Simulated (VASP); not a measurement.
Write the native input for VASP 6.6.1 that does the following.

- Task: single point
- Functional: PBE
- Potentials or basis: VASP PAW PBE potentials, release 64 (Tc_pv)
- Cutoff: 520 eV
- k mesh: 11 × 11 × 3
- Occupations: fermi-dirac, width 0.05 eV
- Spin: no spin polarisation
- Dipole correction: no
- Further INCAR settings: ALGO = Normal; EDIFF = 1e-06; NBANDS = 34

The structure of Tc lies in POSCAR:

```
Tc
1.0
    2.7414710748      0.0000000000      0.0000000000
   -1.3707355374      2.3741835946      0.0000000000
    0.0000000000      0.0000000000      8.8199617339
Tc
4
Direct
    0.6666666667      0.3333333333      0.7500000000
    0.0000000000      0.0000000000      0.5000000000
    0.3333333333      0.6666666667      0.2500000000
    0.0000000000      0.0000000000      0.0000000000
```

These files were run (other wordings do the same):

INCAR

```
SYSTEM = Tc
ALGO     = Normal         ! electronic algorithm
EDIFF    = 1E-6           ! SCF threshold, eV
ENCUT    = 520            ! plane-wave cutoff, eV
GGA      = PE             ! functional
ISIF     = 2              ! what is computed and relaxed
ISMEAR   = -1             ! smearing method
LASPH    = .True.         ! aspherical terms in the spheres
LCHARG   = .False.        ! write CHGCAR
LREAL    = .False.        ! projectors in reciprocal space
LWAVE    = .False.        ! write WAVECAR
NBANDS   = 34             ! bands
NELM     = 100            ! most SCF steps
PREC     = Accurate       ! precision mode
SIGMA    = 0.05           ! smearing width, eV
```

KPOINTS

```
k-points
0
Gamma
  11 11 3
  0 0 0
```

Potentials or basis: VASP PAW PBE potentials, release 64 (Tc_pv).

Run with:

```sh
$ cat potpaw_PBE.64/Tc_pv/POTCAR > POTCAR
$ mpirun -np 1 vasp_std > vasp.out
```

It gave:

```json
{"Pressure": "1.3 GPa", "Band gap on the k mesh": "zero (band 26 reaches 14.42 eV, above the bottom of band 27 at 11.52 eV)"}
```

It took 24 s on 1 thread of Intel(R) Xeon(R) 6975P-C (Granite Rapids) (shared host), peak memory 0.19 GiB.
